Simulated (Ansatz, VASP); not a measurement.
**One calculation of ZnSe, two programs**

File INCAR:

```
SYSTEM = ZnSe
  PREC = Accurate
  ENCUT = 520
  EDIFF = 1E-6
  ISMEAR = 0
  SIGMA = 0.05
  LREAL = .False.
  LASPH = .True.
  NELM = 100
  ALGO = Normal
  ISIF = 2
  LWAVE = .False.
  LCHARG = .False.
  GGA = PE
  NBANDS = 16
```

The input KPOINTS:

```
Automatic mesh
0
Gamma
  12 12 12
  0 0 0
```

POSCAR

```
ZnSe
1.0
    0.0000000000      2.5324624606      2.5324624606
    2.5324624606      0.0000000000      2.5324624606
    2.5324624606      2.5324624606      0.0000000000
Se Zn
1 1
Direct
    0.0000000000      0.0000000000      0.0000000000
    0.5000000000      0.5000000000      0.5000000000
```

Input for Ansatz:

```yaml
crystal:
  lattice:
    - [0.0, 2.5324624606, 2.5324624606]
    - [2.5324624606, 0.0, 2.5324624606]
    - [2.5324624606, 2.5324624606, 0.0]
  atoms:
    - { symbol: Se, position: [0.0, 0.0, 0.0] }
    - { symbol: Zn, position: [0.5, 0.5, 0.5] }
basis:
  ecutwfc: 420
  ecutrho_ratio: 4
kpoints:
  mp_grid: { grid: [12, 12, 12] }
hamiltonian:
  xc: pbe
scf:
  occupations: { method: gaussian, width: 0.05 }
output:
  forces: true
  stress: true
  eigenvalues: true
```

Alike in both runs: task single point; functional PBE; k mesh 12 × 12 × 12; occupations gaussian, width 0.05 eV; no spin polarisation.

```csv
,VASP,Ansatz
version,VASP 6.6.1,Ansatz 0.2.0
potentials or method,"VASP PAW PBE potentials, release 64 (Se, Zn), cutoff 520 eV","scalar-relativistic, plane waves, PAW"
valence electrons in the cell,18,28
```

VASP gave:

* gap on the k mesh at the Fermi level (eV): none
* pressure (GPa): 18.8

**Question.** Which values does Ansatz return?

**Answer.** gap on the k mesh at the Fermi level (eV): none; pressure (GPa): 18.3.

A gap of «none» marks a metal or a gap that the smearing closes. With one functional, cell and mesh, what is left measures potentials, basis and numerics. VASP's potentials hold 18 valence electrons a cell and Ansatz's 28, so a difference there can come from the potentials and not from the codes.
